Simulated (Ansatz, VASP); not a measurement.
**Two plane-wave programs on LiF**

The input POSCAR:

```
LiF
1.0
    0.0000000000      1.9636500000      2.0140000000
    2.0140000000      0.0000000000      2.0140000000
    2.0140000000      1.9636500000      0.0000000000
Li F
1 1
Direct
    0.0000000000      0.0000000000      0.0000000000
    0.5000000000      0.5000000000      0.5000000000
```

File INCAR.step1:

```
PREC     = Accurate       # precision mode
ENCUT    = 520            # plane-wave cutoff, eV
ISMEAR   = 0              # smearing method
SIGMA    = 0.05           # smearing width, eV
LREAL    = F              # projectors in reciprocal space
LASPH    = T              # aspherical terms in the spheres
NELM     = 80             # most SCF steps
NBANDS   = 12             # bands
GGA      = PE             # functional
ALGO     = Normal         # electronic algorithm
EDIFF    = 1E-4           # SCF threshold, eV
LWAVE    = T              # write WAVECAR
LCHARG   = F              # write CHGCAR
```

INCAR.step2

```
PREC     = Accurate       # precision mode
ENCUT    = 520            # plane-wave cutoff, eV
EDIFF    = 1E-7           # SCF threshold, eV
ISMEAR   = 0              # smearing method
SIGMA    = 0.05           # smearing width, eV
LREAL    = F              # projectors in reciprocal space
LASPH    = T              # aspherical terms in the spheres
NELM     = 80             # most SCF steps
ALGO     = Normal         # electronic algorithm
ISIF     = 2              # what is computed and relaxed
LWAVE    = F              # write WAVECAR
LCHARG   = T              # write CHGCAR
METAGGA  = R2SCAN         # meta-GGA
LMIXTAU  = T            
LELF     = T              # ELF
LVHAR    = T            
NBANDS   = 12             # bands
ISTART   = 1
```

File KPOINTS:

```
Automatic mesh
0
Gamma
  10 10 10
```

Input for Ansatz:

```yaml
crystal:
  lattice:
    - [0.0, 1.96365, 2.014]
    - [2.014, 0.0, 2.014]
    - [2.014, 1.96365, 0.0]
  atoms:
    - { symbol: Li, position: [0.0, 0.0, 0.0] }
    - { symbol: F, position: [0.5, 0.5, 0.5] }
basis:
  ecutwfc: 500
kpoints:
  mp_grid: { grid: [10, 10, 10] }
hamiltonian:
  xc: r2scan
scf:
  occupations: { method: gaussian, width: 0.05 }
output:
  forces: true
  stress: true
  eigenvalues: true
```

Change from the starting cell: strain -0.0250 x Voigt [0, 1, 0, 0, 0, 0], atoms carried along.

Alike in both runs: task single point; functional r2SCAN; k mesh 10 × 10 × 10; occupations gaussian, width 0.05 eV; no spin polarisation.

|  | VASP | Ansatz |
| --- | --- | --- |
| version | VASP 6.6.1 | Ansatz 0.2.0 |
| potentials or method | VASP PAW PBE potentials, release 64 (Li_sv, F), cutoff 520 eV | scalar-relativistic, plane waves, PAW |
| valence electrons in the cell | 10 | 10 |

Ansatz gave:

```
gap on the k mesh at the Fermi level (eV) : 10.27
least direct gap on the mesh (eV)         : 10.27
```

Question: Which values does VASP return?

Answer: gap on the k mesh at the Fermi level (eV): 10.50; least direct gap on the mesh (eV): 10.50.

VASP's potentials were made for PBE, not for r2SCAN. With one functional, cell and mesh, what is left measures potentials, basis and numerics.

Noted on VASP's run: the cutoff is short for stress, so the pressure is rough.
